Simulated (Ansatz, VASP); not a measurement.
## BP: VASP beside Ansatz

The input INCAR:

```
ALGO = Normal
EDIFF = 1E-6
ENCUT = 500
GGA = PS
GGA_COMPAT = False
ISIF = 2
ISMEAR = 0
LASPH = True
LCHARG = False
LREAL = False
LWAVE = False
NBANDS = 11
NELM = 120
PREC = Accurate
SIGMA = 0.02
```

Contents of KPOINTS:

```
k-points
0
Gamma
  10 10 10
```

Contents of POSCAR:

```
BP
1.0
    0.0000000000      2.2600000000      2.2600000000
    2.2600000000      0.0000000000      2.2600000000
    2.2600000000      2.2600000000      0.0000000000
B P
1 1
Direct
    0.0000000000      0.0000000000      0.0000000000
    0.2500000000      0.2500000000      0.2500000000
```

Input for Ansatz:

```yaml
crystal:
  lattice:
    - [0.0, 2.26, 2.26]
    - [2.26, 0.0, 2.26]
    - [2.26, 2.26, 0.0]
  atoms:
    - { symbol: B, position: [0.0, 0.0, 0.0] }
    - { symbol: P, position: [0.25, 0.25, 0.25] }
basis:
  ecutwfc: 420
kpoints:
  mp_grid: { grid: [10, 10, 10] }
  band_path:
    path:
      - [[0.0, 0.0, 0.0], [-0.5, -0.5, 0.0], [-0.375, -0.375, 0.25]]
      - [[-0.375, 0.0, 0.375], [0.0, 0.0, 0.0], [0.0, 0.0, 0.5], [-0.5, -0.25, 0.25], [-0.5, -0.5, 0.0]]
    npoints: 10
hamiltonian:
  xc: pbesol
  pseudopotentials: { kind: paw, azcp: { folder: soft_1 } }
scf:
  occupations: { method: gaussian, width: 0.02 }
  n_extra_bands: 7
output:
  forces: true
  stress: true
  eigenvalues: true
```

Alike in both runs: task single point; functional PBEsol; k mesh 10 × 10 × 10; occupations gaussian, width 0.02 eV; no spin polarisation.

```csv
,VASP,Ansatz
version,VASP 6.6.1,Ansatz 0.2.0
potentials or method,"VASP PAW PBE potentials, release 64 (B, P), cutoff 500 eV","scalar-relativistic, plane waves, PAW"
valence electrons in the cell,8,8
```

```tsv
	VASP	Ansatz	Ansatz less VASP
gap on the k mesh at the Fermi level (eV)	1.12	1.12	+0.004
least direct gap on the mesh (eV)	3.37	3.38	+0.006
pressure (GPa)	0.1	0.0	-0.11
```

VASP's potentials were made for PBE, not for PBEsol, and Ansatz warns of the same on its side.
